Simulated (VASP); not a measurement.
Set up this calculation in VASP 6.6.1, as the native input.

```
Task                   : single point
Functional             : PBE
Potentials or basis    : VASP PAW PBE potentials, release 64 (Be, Zn, Te)
Cutoff                 : 520 eV
k mesh                 : 10 × 10 × 10
Occupations            : gaussian, width 0.1 eV
Spin                   : no spin polarisation
Dipole correction      : no
Further INCAR settings : ALGO = Normal; EDIFF = 1e-07; NBANDS = 22
```

The structure of Be4ZnTe lies in POSCAR:

```
Be4ZnTe
1.0
    0.0000000000      3.3767807380      3.3767807380
    3.3767807380      0.0000000000      3.3767807380
    3.3767807380      3.3767807380      0.0000000000
Be Zn Te
4 1 1
Direct
    0.6214122395      0.6214122395      0.6214122395
    0.6214122395      0.6214122395      0.1357632816
    0.6214122395      0.1357632816      0.6214122395
    0.1357632816      0.6214122395      0.6214122395
    0.2500000000      0.2500000000      0.2500000000
    0.0000000000      0.0000000000      0.0000000000
```

The cell was generated, and may not be a known phase.

The input as run:

INCAR

```
SYSTEM = Be4ZnTe
PREC = Accurate ; ENCUT = 520
EDIFF = 1E-7 ; ISMEAR = 0
SIGMA = 0.1 ; LREAL = .False.
LASPH = .True. ; NELM = 80
ALGO = Normal ; ISIF = 2
LWAVE = .False. ; LCHARG = .False.
GGA = PE ; NBANDS = 22
```

KPOINTS

```
regular mesh
0
Gamma
  10 10 10
  0 0 0
```

Potentials or basis: VASP PAW PBE potentials, release 64 (Be, Zn, Te).

Run with:

```sh
$ cat potpaw_PBE.64/Be/POTCAR potpaw_PBE.64/Zn/POTCAR potpaw_PBE.64/Te/POTCAR > POTCAR
$ mpirun -np 1 vasp_std > vasp.out
```

It gave:

* Pressure: 0.1 GPa
* Largest force: 0.005 eV/Å
* Band gap on the k mesh: zero (bands 13 and 14 overlap by 3.83 eV)

Caveat: spin-orbit coupling is left out, which moves the levels of the heavy elements.

Wall time 39 s on 1 thread of Intel(R) Xeon(R) 6975P-C (Granite Rapids), on a shared host, peak memory 0.25 GiB.
